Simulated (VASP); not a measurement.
Wanted: the native input for a VASP 6.6.1 run.

```yaml
Task: single point
Functional: PBE
Potentials_or_basis: VASP PAW PBE potentials, release 64 (Y_sv, Be)
Cutoff: 520 eV
k_mesh: 6 × 6 × 4
Occupations: gaussian, width 0.1 eV
Spin: no spin polarisation
Dipole_correction: no
Further_INCAR_settings: ALGO = Normal; EDIFF = 1e-06; NBANDS = 14
```

The structure of YBe lies in POSCAR:

```
YBe
1.0
    3.3431392580      0.0000000000      0.0000000000
    0.0000000000      3.3431392580      0.0000000000
    0.0000000000      0.0000000000      3.5402806327
Y Be
1 1
Direct
    0.5000000000      0.5000000000      0.5000000000
    0.0000000000      0.0000000000      0.0000000000
```

The input as run:

INCAR

```
PREC     = Accurate       # precision mode
ENCUT    = 520            # plane-wave cutoff, eV
EDIFF    = 1E-6           # SCF threshold, eV
ISMEAR   = 0              # smearing method
SIGMA    = 0.1            # smearing width, eV
LREAL    = False          # projectors in reciprocal space
LASPH    = True           # aspherical terms in the spheres
NELM     = 80             # most SCF steps
ALGO     = Normal         # electronic algorithm
ISIF     = 2              # what is computed and relaxed
LWAVE    = False          # write WAVECAR
LCHARG   = False          # write CHGCAR
GGA      = PE             # functional
NBANDS   = 14             # bands
```

KPOINTS

```
Automatic mesh
0
Gamma
  6 6 4
```

Potentials or basis: VASP PAW PBE potentials, release 64 (Y_sv, Be).

The run is started by

```console
$ cat potpaw_PBE.64/Y_sv/POTCAR potpaw_PBE.64/Be/POTCAR > POTCAR
$ mpirun -np 1 vasp_std > vasp.out
```

Results of the run:

The pressure is 0.0 GPa.

Caveat: the k points lie up to 0.44 Å⁻¹ apart.

Run time: 14 s on 1 thread of Intel Xeon 6975P-C, with other jobs on the host, peak memory 0.18 GiB.
